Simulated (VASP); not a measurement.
Here is a VASP 6.6.1 calculation.

The input INCAR:

```
SYSTEM = Sb
ALGO = Normal
EDIFF = 1E-6
ENCUT = 520
GGA = PE
GGA_COMPAT = .False.
ISIF = 2
ISMEAR = -1
LASPH = .True.
LCHARG = .True.
LORBIT = 11
LORBMOM = .True.
LREAL = .False.
LSORBIT = .True.
LVHAR = .True.
LWAVE = .False.
MAGMOM = 0 0 0 0 0 0
NBANDS = 22
NELM = 150
PREC = Accurate
SIGMA = 0.05
```

The input KPOINTS:

```
k-points
0
Gamma
  9 9 9
  0 0 0
```

Contents of POSCAR:

```
Sb
1.0
    2.1506003320      1.2416496806      3.7440000000
   -2.1506003320      1.2416496806      3.7440000000
    0.0000000000     -2.4832993611      3.7440000000
Sb
2
Direct
    0.2336400000      0.2336400000      0.2336400000
    0.7663600000      0.7663600000      0.7663600000
```

Potentials or basis: VASP PAW PBE potentials, release 64 (Sb).

The run is started by

```sh
$ cat potpaw_PBE.64/Sb/POTCAR > POTCAR
$ mpirun -np 1 vasp_ncl > vasp.out
```

**Question.** What does it give for the largest force?

**Answer.** 0.247 eV/Å.

**Question.** Estimate the pressure.

**Answer.** 3.3 GPa.

**Question.** What does it give for the net moment?

**Answer.** 0.00 μB per cell.

Forces on the atoms (eV/Å):
```
Sb   0.000  0.000  0.247
Sb   0.000  0.000 -0.247
```

Caveat: the cell stands under pressure.
